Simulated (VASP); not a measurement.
Set up this calculation in VASP 6.6.1, as the native input.

| Property | Result |
| --- | --- |
| Task | single point |
| Functional | PBEsol |
| Potentials or basis | VASP PAW PBE potentials, release 64 (Zn, S) |
| Cutoff | 500 eV |
| k mesh | 8 × 8 × 8 |
| Occupations | gaussian, width 0.01 eV |
| Spin | no spin polarisation |
| Dipole correction | no |
| Further INCAR settings | ALGO = Normal; EDIFF = 1e-06; NBANDS = 16 |

The structure of ZnS lies in POSCAR:

```
ZnS
1.0
    0.0000000000      2.7020000000      2.7020000000
    2.7020000000      0.0000000000      2.7020000000
    2.7020000000      2.7020000000      0.0000000000
Zn S
1 1
Direct
    0.7500000000      0.7500000000      0.7500000000
    0.0000000000      0.0000000000      0.0000000000
```

These files were run (other wordings do the same):

INCAR

```
PREC     = Accurate       # precision mode
ENCUT    = 500            # plane-wave cutoff, eV
EDIFF    = 1E-6           # SCF threshold, eV
ISMEAR   = 0              # smearing method
SIGMA    = 0.01           # smearing width, eV
LREAL    = False          # projectors in reciprocal space
LASPH    = True           # aspherical terms in the spheres
NELM     = 120            # most SCF steps
ALGO     = Normal         # electronic algorithm
ISIF     = 2              # what is computed and relaxed
LWAVE    = False          # write WAVECAR
LCHARG   = False          # write CHGCAR
GGA      = PS             # functional
NBANDS   = 16             # bands
GGA_COMPAT= False
```

KPOINTS

```
Automatic mesh
0
Gamma
  8 8 8
```

Potentials or basis: VASP PAW PBE potentials, release 64 (Zn, S).

Launch:

```bash
$ cat potpaw_PBE.64/Zn/POTCAR potpaw_PBE.64/S/POTCAR > POTCAR
$ mpirun -np 1 vasp_std > vasp.out
```

It gave:

```yaml
Pressure: -1.8 GPa
Band_gap_on_the_k_mesh: 1.98 eV
```

Caveat: the PAW data sets were made with another functional, which shifts forces and pressure a little.

Run time: 8.7 s on 1 thread of AMD EPYC 9R45 96-Core Processor (Zen 5), with other jobs on the host, peak memory 0.13 GiB.
